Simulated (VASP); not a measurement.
# BN (R3m) in VASP: a series of runs

The runs below take BN through single point, with LDA.

Program: VASP 6.6.1. These are calculated values, not measurements. Logs are shortened: lines on timing, memory, paths and dates and some standing lists are left out, and cuts for length are marked.

### Step 1. The cell of the first run

The structure is trigonal, space group R3m (No. 160). The conventional cell has a = 2.502 Å, b = 2.502 Å, c = 10.119 Å, α = 90.00°, β = 90.00°, γ = 120.00°. B (site symmetry 3m) has 3 N at 1.44 Å within 1.9 Å. N (site symmetry 3m) has 3 B at 1.44 Å within 1.9 Å.

### Step 2. Single point, LDA

INCAR

```
PREC = Accurate
ENCUT = 520
EDIFF = 1E-6
ISMEAR = 0
SIGMA = 0.01
LREAL = False
LASPH = True
NELM = 60
ALGO = Normal
ISIF = 2
LWAVE = False
LCHARG = False
NBANDS = 11
```

KPOINTS

```
Automatic mesh
0
Gamma
  8 8 8
```

POSCAR

```
BN
1.0
    1.2511220000      0.7223350000      3.3729340000
   -1.2511220000      0.7223350000      3.3729340000
    0.0000000000     -1.4446710000      3.3729340000
B N
1 1
Direct
    0.9996710000      0.9996710000      0.9996710000
    0.3327620000      0.3327620000      0.3327620000
```

Potentials or basis: VASP PAW LDA potentials, release 64 (B, N).

Run with:

```sh
> cat potpaw_LDA.64/B/POTCAR potpaw_LDA.64/N/POTCAR > POTCAR
> mpirun -np 1 vasp_std > vasp.out
```

OUTCAR:

```text
PREC = Accurate
   ENCUT = 520
   EDIFF = 1E-6
   ISMEAR = 0
   LREAL = False
   LASPH = True
   NELM = 60
   ISIF = 2

 ion  position               nearest neighbor table
   1  1.000  1.000  1.000-   2 1.44   2 1.44   2 1.44
   2  0.333  0.333  0.333-   1 1.44   1 1.44   1 1.44

  LATTYP: Found a trigonal (rhomboedric) cell.
 ALAT       =     3.6692993717
 COS(alpha) =     0.7674785490

  Lattice vectors:

 A1 = (   1.2511220000,   0.7223350000,   3.3729340000)
 A2 = (  -1.2511220000,   0.7223350000,   3.3729340000)
 A3 = (   0.0000000000,  -1.4446710000,   3.3729340000)

Analysis of symmetry for initial positions (statically):
=====================================================================
 Subroutine PRICEL returns:
 Original cell was already a primitive cell.

 Routine SETGRP: Setting up the symmetry group for a
 trigonal (rhombohedral) supercell.

 Subroutine GETGRP returns: Found  6 space group operations
 (whereof  6 operations were pure point group operations)
 out of a pool of 12 trial point group operations.

The static configuration has the point symmetry C_3v.

Analysis of symmetry for dynamics (positions and initial velocities):
=====================================================================
 Subroutine PRICEL returns:
 Original cell was already a primitive cell.

 Routine SETGRP: Setting up the symmetry group for a
 trigonal (rhombohedral) supercell.

 Subroutine GETGRP returns: Found  6 space group operations
 (whereof  6 operations were pure point group operations)
 out of a pool of 12 trial point group operations.

The dynamic configuration has the point symmetry C_3v.

 Subroutine INISYM returns: Found  6 space group operations
 (whereof  6 operations are pure point group operations),
 and found     1 'primitive' translations

----------------------------------------------------------------------------------------

                                     Primitive cell

  volume of cell :      18.2893

  direct lattice vectors                    reciprocal lattice vectors
     1.251122000  0.722335000  3.372934000     0.399641282  0.230733094  0.098825951
    -1.251122000  0.722335000  3.372934000    -0.399641282  0.230733094  0.098825951
     0.000000000 -1.444671000  3.372934000     0.000000000 -0.461466189  0.098825883

  length of vectors
     3.669299372  3.669299372  3.669299397     0.471929533  0.471929533  0.471929654

  position of ions in fractional coordinates (direct lattice)
     0.999671000  0.999671000  0.999671000
     0.332762000  0.332762000  0.332762000

  ion indices of the primitive-cell ions
   primitive index   ion index
                 1           1
                 2           2

[... 82 lines left out ...]
   NELECT =       8.0000    total number of electrons
   NUPDOWN=      -1.0000    fix difference up-down
   EMIN   =  10.00;   EMAX   =-10.00  energy-range for DOS
   EFERMI =   0.00;   METHOD = LEGACY
   ISMEAR =     0;   SIGMA  =   0.01  broadening in eV -4-tet -1-fermi 0-gaus
   EFERMI_NEDOS =   21; number of points for ismear=-14 and -15
   IALGO  =     38    algorithm
   IMIX   =      4    mixing-type and parameters
     AMIX     =   0.40;   BMIX     =  1.00
     AMIX_MAG =   1.60;   BMIX_MAG =  1.00
  volume/ion in A,a.u.               =       9.14        61.71
  Fermi-wavevector in a.u.,A,eV,Ry     =   1.242717  2.348395 21.012102  1.544346
  Thomas-Fermi vector in A             =   2.377059
   LORBIT       =      0    0 simple, 1 ext, 2 COOP (PROOUT), +10 PAW based schemes
   GGA     = CA    functional components
   LHFCALC =     F    Hartree Fock is set to
   AEXX    =    0.0000 exact exchange contribution
   IVDW    =     0    specifies the selected vdW correction
   LEPSILON=     F    determine dielectric tensor
   LRPA    =     F    only Hartree local field effects (RPA)
 non-spin polarized calculation
 Gauss-broadening in eV      SIGMA  =   0.01
  energy-cutoff  :      520.00
  volume of cell :       18.29
 maximum number of plane-waves:       517
   NGX = 13   NGY = 13   NGZ = 13

 number of electron       8.0000000 magnetization

 Free energy of the ion-electron system (eV)
  ---------------------------------------------------
  ext. energy  EPLUGINS =         0.00000000
  ---------------------------------------------------
  free energy    TOTEN  =       -19.28627035 eV

  energy without entropy =      -19.28627035  energy(sigma->0) =      -19.28627035

 E-fermi :   2.0696     XC(G=0): -10.4316

 val. band max:        1.9966826918   @ k =  -0.1250   0.5000   0.1250
 cond. band min:       6.0930462761   @ k =   0.5000   0.5000   0.0000
 fundamental gap:      4.0963635843
 Fermi energy:         2.0695508110

 k-point     1 :       0.0000    0.0000    0.0000
  band No.  band energies     occupation
      1     -15.5632      2.00000
      2      -2.2029      2.00000
      3       0.7050      2.00000
      4       0.7050      2.00000
      5       6.8454      0.00000
      6      13.5663      0.00000
      7      13.5663      0.00000
      8      14.9757      0.00000
      9      16.8087      0.00000
     10      27.6477      0.00000
     11      29.4374      0.00000
[... 309 lines left out ...]
 k-point    24 :       0.3750    0.1250    0.1250
  band No.  band energies     occupation
      1     -14.3007      2.00000
      2      -3.0706      2.00000
      3      -1.5018      2.00000
      4      -0.9053      2.00000
      5       9.6984      0.00000
      6      12.2359      0.00000
      7      13.4717      0.00000
      8      18.0139      0.00000
      9      18.8688      0.00000
     10      23.5180      0.00000
     11      25.5904      0.00000

 [... further k-points ...]

------------------------ aborting loop because EDIFF is reached ----------------------------------------

  FORCE on cell =-STRESS in cart. coord.  units (eV):
  Direction    XX          YY          ZZ          XY          YZ          ZX
  --------------------------------------------------------------------------------------
  -------------------------------------------------------------------------------------
  Total       -0.5899767     -0.5899762     -0.1276840      0.0000000      0.0000000      0.0000000
  in kB      -51.6830103    -51.6829687    -11.1853432      0.0000000      0.0000011      0.0000000
  external PRESSURE =     -38.1837741 kB  Pullay stress =       0.0000000 kB

 VOLUME and BASIS-vectors are now :
 -----------------------------------------------------------------------------
  energy-cutoff  :      520.00
  volume of cell :       18.29
      direct lattice vectors                 reciprocal lattice vectors
     1.251122000  0.722335000  3.372934000     0.399641282  0.230733094  0.098825951
    -1.251122000  0.722335000  3.372934000    -0.399641282  0.230733094  0.098825951
     0.000000000 -1.444671000  3.372934000     0.000000000 -0.461466189  0.098825883

 POSITION                                       TOTAL-FORCE (eV/Angst)
 -----------------------------------------------------------------------------------
      0.00000     -0.00000     10.11547         0.000000      0.000000     -0.002103
      0.00000     -0.00000      3.36715         0.000000     -0.000000      0.002103
 -----------------------------------------------------------------------------------
    total drift:                               -0.000000      0.000022      0.000048

  FREE ENERGIE OF THE ION-ELECTRON SYSTEM (eV)
  ---------------------------------------------------
  free  energy   TOTEN  =       -19.2862703469 eV

  energy  without entropy=      -19.2862703469  energy(sigma->0) =      -19.28627035
```

OSZICAR:

```text
N       E                     dE             d eps       ncg     rms          rms(c)
DAV:   1     0.114482078622E+02    0.11448E+02   -0.46965E+03  1446   0.682E+02
DAV:   2    -0.205344230065E+02   -0.31983E+02   -0.30984E+02  1725   0.149E+02
DAV:   3    -0.212804894321E+02   -0.74607E+00   -0.74477E+00  1759   0.202E+01
DAV:   4    -0.212823604733E+02   -0.18710E-02   -0.18710E-02  1594   0.124E+00
DAV:   5    -0.212823686305E+02   -0.81572E-05   -0.81571E-05  1730   0.691E-02    0.781E+00
DAV:   6    -0.195374003195E+02    0.17450E+01   -0.58244E+00  1523   0.131E+01    0.347E+00
DAV:   7    -0.193451799890E+02    0.19222E+00   -0.19352E-01  1706   0.313E+00    0.208E+00
DAV:   8    -0.192867014349E+02    0.58479E-01   -0.14370E-01  1676   0.224E+00    0.231E-01
DAV:   9    -0.192862805478E+02    0.42089E-03   -0.24064E-03  1580   0.399E-01    0.132E-01
DAV:  10    -0.192862681291E+02    0.12419E-04   -0.18182E-04  1630   0.117E-01    0.200E-02
DAV:  11    -0.192862706315E+02   -0.25025E-05   -0.10923E-05  1688   0.214E-02    0.142E-02
DAV:  12    -0.192862703469E+02    0.28466E-06   -0.24917E-06  1541   0.986E-03
   1 F= -.19286270E+02 E0= -.19286270E+02  d E =-.575837E-27
```

Wall time 12 s (1 thread of Intel Xeon Platinum 8488C (Sapphire Rapids), shared host); peak memory 0.13 GiB.

What came out:

```
Free energy            : -19.2863 eV
Pressure               : -3.8 GPa
Band gap on the k mesh : 4.10 eV, indirect (least direct gap 4.80 eV)
```

Forces on the atoms (eV/Å):
```
B    0.000  0.000 -0.002
N    0.000  0.000  0.002
```

Levels at points of the mesh, in eV from the valence-band top:
```tsv
k point	band 1	band 2	band 3	band 4	band 5	band 6	band 7	band 8	band 9
(0.00, 0.00, 0.00)	-17.56	-4.20	-1.29	-1.29	4.85	11.57	11.57	12.98	14.81
(0.50, 0.00, 0.00)	-14.34	-8.89	-4.08	-0.60	5.14	9.90	12.70	14.68	19.65
(0.50, 0.50, 0.00)	-14.26	-8.76	-4.14	-1.19	4.10	9.90	13.88	17.19	20.04
(0.50, 0.50, 0.50)	-17.28	-6.24	-1.31	-1.31	9.83	11.50	11.50	12.34	16.02
```

### Step 3. Single point, LDA

This run uses another cell than the first one, of 9.51 Å³/atom, 1.040 times its volume.

INCAR

```
SYSTEM = BN
PREC = Accurate
ENCUT = 520
EDIFF = 1E-6
ISMEAR = 0
SIGMA = 0.01
LREAL = .False.
LASPH = .True.
NELM = 60
ALGO = Normal
ISIF = 2
LWAVE = .False.
LCHARG = .False.
GGA = CA
NBANDS = 11
```

KPOINTS

```
regular mesh
0
Gamma
  8 8 8
  0 0 0
```

POSCAR

```
BN
1.0
    1.2675860196      0.7318404980      3.4173198006
   -1.2675860196      0.7318404980      3.4173198006
    0.0000000000     -1.4636820091      3.4173198006
B N
1 1
Direct
    0.9996710000      0.9996710000      0.9996710000
    0.3327620000      0.3327620000      0.3327620000
```

Potentials or basis: VASP PAW LDA potentials, release 64 (B, N).

Run with:

```sh
> cat potpaw_LDA.64/B/POTCAR potpaw_LDA.64/N/POTCAR > POTCAR
> mpirun -np 1 vasp_std > vasp.out
```

OUTCAR:

```text
SYSTEM = BN
   PREC = Accurate
   ENCUT = 520
   EDIFF = 1E-6
   ISMEAR = 0
   LREAL = .False.
   LASPH = .True.
   NELM = 60
   ISIF = 2
   GGA = CA

 ion  position               nearest neighbor table
   1  1.000  1.000  1.000-   2 1.46   2 1.46   2 1.46
   2  0.333  0.333  0.333-   1 1.46   1 1.46   1 1.46

  LATTYP: Found a trigonal (rhomboedric) cell.
 ALAT       =     3.7175851639
 COS(alpha) =     0.7674785490

  Lattice vectors:

 A1 = (   1.2675860196,   0.7318404980,   3.4173198006)
[... 523 lines left out ...]

  FORCE on cell =-STRESS in cart. coord.  units (eV):
  Direction    XX          YY          ZZ          XY          YZ          ZX
  --------------------------------------------------------------------------------------
  -------------------------------------------------------------------------------------
  Total       -2.1270457     -2.1270440     -0.1513156      0.0000000      0.0000000      0.0000000
  in kB     -179.1663508   -179.1662069    -12.7456881      0.0000000      0.0000013      0.0000000
  external PRESSURE =    -123.6927486 kB  Pullay stress =       0.0000000 kB

 VOLUME and BASIS-vectors are now :
 -----------------------------------------------------------------------------
  energy-cutoff  :      520.00
  volume of cell :       19.02
      direct lattice vectors                 reciprocal lattice vectors
     1.267586020  0.731840498  3.417319801     0.394450548  0.227736222  0.097542352
    -1.267586020  0.731840498  3.417319801    -0.394450548  0.227736222  0.097542352
     0.000000000 -1.463682009  3.417319801     0.000000000 -0.455472443  0.097542284

 POSITION                                       TOTAL-FORCE (eV/Angst)
 -----------------------------------------------------------------------------------
      0.00000     -0.00000     10.24859         0.000000      0.000000     -0.004790
      0.00000     -0.00000      3.41146         0.000000     -0.000000      0.004790
 -----------------------------------------------------------------------------------
    total drift:                                0.000000      0.000022      0.000127

  FREE ENERGIE OF THE ION-ELECTRON SYSTEM (eV)
  ---------------------------------------------------
  free  energy   TOTEN  =       -19.2493757127 eV

  energy  without entropy=      -19.2493757127  energy(sigma->0) =      -19.24937571
```

OSZICAR:

```text
N       E                     dE             d eps       ncg     rms          rms(c)
DAV:   1     0.104335296280E+02    0.10434E+02   -0.44434E+03  1470   0.673E+02
DAV:   2    -0.204027372928E+02   -0.30836E+02   -0.29428E+02  1777   0.145E+02
DAV:   3    -0.211076844527E+02   -0.70495E+00   -0.70391E+00  1725   0.199E+01
DAV:   4    -0.211095993236E+02   -0.19149E-02   -0.19148E-02  1599   0.126E+00
DAV:   5    -0.211096084413E+02   -0.91176E-05   -0.91176E-05  1739   0.725E-02    0.758E+00
DAV:   6    -0.194750673120E+02    0.16345E+01   -0.58111E+00  1529   0.129E+01    0.336E+00
DAV:   7    -0.193060637119E+02    0.16900E+00   -0.16260E-01  1709   0.293E+00    0.202E+00
DAV:   8    -0.192498162178E+02    0.56247E-01   -0.13743E-01  1694   0.218E+00    0.219E-01
DAV:   9    -0.192493819594E+02    0.43426E-03   -0.24802E-03  1574   0.395E-01    0.126E-01
DAV:  10    -0.192493735852E+02    0.83742E-05   -0.19028E-04  1639   0.118E-01    0.194E-02
DAV:  11    -0.192493759418E+02   -0.23567E-05   -0.11823E-05  1703   0.219E-02    0.143E-02
DAV:  12    -0.192493757127E+02    0.22912E-06   -0.26398E-06  1574   0.100E-02
   1 F= -.19249376E+02 E0= -.19249376E+02  d E =-.156361E-31
```

stdout:

```text
POSCAR found type information on POSCAR B N
 POSCAR found :  2 types and       2 ions
 scaLAPACK will be used
 LDA part: xc-table for (Slater(with rela. corr.)+CA(PZ))
 , standard interpolation
 POSCAR, INCAR and KPOINTS ok, starting setup
 FFT: planning ... GRIDC
 FFT: planning ... GRID_SOFT
 FFT: planning ... GRID
 WAVECAR not read
 entering main loop
```

Run time: 12 s. Hardware: 1 thread of Intel Xeon Platinum 8488C (Sapphire Rapids), shared host; peak memory 0.13 GiB.

What came out:

```yaml
Free_energy: -19.2494 eV
Pressure: -12.4 GPa
Largest_force: 0.005 eV/Å
Band_gap_on_the_k_mesh: 4.05 eV, indirect (least direct gap 4.70 eV)
```

Forces on the atoms (eV/Å):
```
B    0.000  0.000 -0.005
N    0.000  0.000  0.005
```

A k mesh can miss the band edges. Expect the measured gap to be larger: semilocal functionals such as LDA lack the derivative discontinuity.

### Step 4. Single point, LDA

This run uses another cell than the first one, of 9.88 Å³/atom, 1.080 times its volume.

INCAR

```
SYSTEM = BN
PREC     = Accurate       ! precision mode
ENCUT    = 520            ! plane-wave cutoff, eV
EDIFF    = 1E-7           ! SCF threshold, eV
ISMEAR   = 0              ! smearing method
SIGMA    = 0.01           ! smearing width, eV
LREAL    = .FALSE.        ! projectors in reciprocal space
LASPH    = .TRUE.         ! aspherical terms in the spheres
NELM     = 80             ! most SCF steps
ALGO     = Normal         ! electronic algorithm
ISIF     = 2              ! what is computed and relaxed
LWAVE    = .FALSE.        ! write WAVECAR
LCHARG   = .TRUE.         ! write CHGCAR
GGA      = CA             ! functional
LELF     = .TRUE.         ! ELF
LVHAR    = .TRUE.       
NBANDS   = 11             ! bands
```

KPOINTS

```
Automatic mesh
0
G
  8 8 8
  0 0 0
```

POSCAR

```
BN
1.0
    1.2836331158      0.7411052853      3.4605816058
   -1.2836331158      0.7411052853      3.4605816058
    0.0000000000     -1.4822115965      3.4605816058
B N
1 1
Direct
    0.9996710000      0.9996710000      0.9996710000
    0.3327620000      0.3327620000      0.3327620000
```

Run with:

```sh
> cat potpaw_LDA.64/B/POTCAR potpaw_LDA.64/N/POTCAR > POTCAR
> mpirun -np 1 vasp_std > vasp.out
```

It took 13 s on 1 thread of Intel Xeon Platinum 8488C (Sapphire Rapids), shared host; peak memory 0.13 GiB.

The run converged. Its results:

- Free energy: -19.1768 eV
- Pressure: -19.5 GPa
- Largest force: 0.007 eV/Å
- Band gap on the k mesh: 4.01 eV, indirect (least direct gap 4.60 eV)

Forces in eV/Å, atoms in the order of the input:
```
B    0.000  0.000 -0.007
N    0.000  0.000  0.007
```

Stress tensor (GPa, compression positive):
```
-28.54   0.00   0.00
  0.00 -28.54   0.00
  0.00   0.00  -1.39
```

Levels at points of the mesh, in eV from the valence-band top:
```
           k point  band 1  band 2  band 3  band 4  band 5  band 6  band 7  band 8
(0.00, 0.00, 0.00)  -17.09   -3.92   -1.37   -1.37    4.71   10.94   10.94   12.07
(0.50, 0.00, 0.00)  -14.11   -8.58   -3.96   -0.56    4.94    9.12   12.22   14.15
(0.50, 0.50, 0.00)  -14.05   -8.46   -4.02   -1.08    4.01    9.12   13.31   16.40
(0.50, 0.50, 0.50)  -16.86   -5.76   -1.39   -1.39    9.31   10.87   10.87   10.98
```

### Step 5. Overview

```csv
cell,gap on the mesh (eV),pressure (GPa)
"a = 3.669 Å, angles 39.9°, 2 atoms",4.10,-3.8
"a = 3.718 Å, angles 39.9°, 2 atoms",4.05,-12.4
"a = 3.765 Å, angles 39.9°, 2 atoms",4.01,-19.5
```

Alike in all rows: task single point; level LDA; potentials or basis VASP PAW LDA potentials, release 64 (B, N); no spin polarisation; k mesh 8 × 8 × 8; cutoff (eV) 520; smearing gaussian 0.01 eV.

Total energies depend on the potentials used, so only differences within one code and one set of settings carry meaning.
